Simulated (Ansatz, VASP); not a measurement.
# Cd6Te: VASP beside Ansatz

File INCAR:

```
ALGO = Fast ; EDIFF = 1E-7
EDIFFG = -0.08 ; ENCUT = 600
GGA = PE ; IBRION = 2
ISIF = 3 ; ISMEAR = 0
LASPH = True ; LCHARG = False
LREAL = False ; LWAVE = False
NELM = 80 ; NSW = 36
PREC = Accurate ; SIGMA = 0.2
```

Contents of KPOINTS:

```
k-points
0
Gamma
  3 3 3
```

Contents of POSCAR:

```
Cd6Te
1.0
    6.2116584300      0.0000000000      0.0000000000
   -3.1058292100      5.3794540000      0.0000000000
    0.0000000000      0.0000000000      5.6349370200
Cd Te
6 1
Direct
    0.5000000000      0.0000000000      0.0000000000
    0.0000000000      0.5000000000      0.0000000000
    0.5000000000      0.5000000000      0.0000000000
    0.0000000000      0.0000000000      0.0000000000
    0.3333333300      0.6666666700      0.5000000000
    0.6666666700      0.3333333300      0.5000000000
    0.0000000000      0.0000000000      0.5000000000
```

Input for Ansatz:

```yaml
crystal:
  lattice:
    - [6.21165843, 0.0, 0.0]
    - [-3.10582921, 5.379454, 0.0]
    - [0.0, 0.0, 5.63493702]
  atoms:
    - { symbol: Cd, position: [0.5, 0.0, 0.0] }
    - { symbol: Cd, position: [0.0, 0.5, 0.0] }
    - { symbol: Cd, position: [0.5, 0.5, 0.0] }
    - { symbol: Cd, position: [0.0, 0.0, 0.0] }
    - { symbol: Cd, position: [0.33333333, 0.66666667, 0.5] }
    - { symbol: Cd, position: [0.66666667, 0.33333333, 0.5] }
    - { symbol: Te, position: [0.0, 0.0, 0.5] }
basis:
  ecutwfc: 420
kpoints:
  mp_grid: { grid: [3, 3, 3] }
hamiltonian:
  xc: pbe
scf:
  occupations: { method: gaussian, width: 0.2 }
  lower_state_search: "off"
output:
  forces: true
  stress: true
  eigenvalues: true
relax:
  adjacent_minimum: "off"
  f_tol: 0.08
  max_steps: 16
  cell: { stress_tol: 0.8 }
```

Alike in both runs: task relaxation of cell and atoms; functional PBE; k mesh 3 × 3 × 3; occupations gaussian, width 0.2 eV; no spin polarisation.

|  | VASP | Ansatz |
| --- | --- | --- |
| version | VASP 6.6.1 | Ansatz 0.2.0 |
| potentials or method | VASP PAW PBE potentials, release 64 (Cd, Te), cutoff 600 eV | scalar-relativistic, plane waves, PAW |
| valence electrons in the cell | 78 | 136 |

```tsv
	VASP	Ansatz	Ansatz less VASP
gap on the k mesh at the Fermi level, each at its own relaxed structure (eV)	none	none	-
relaxed volume (Å³/atom)	26.90	26.90	0.000
relaxed length of the cell vector where the two differ most in proportion (Å)	6.212	6.212	0.0000
```

A gap of «none» marks a metal or a gap that the smearing closes. VASP's potentials hold 78 valence electrons a cell and Ansatz's 136, so a difference there can come from the potentials and not from the codes.

The k mesh is coarse, so the values compare programs but aren't converged. Neither program's run includes spin-orbit coupling. Noted on VASP's run: the relaxation stopped at its first step, so nothing moved.
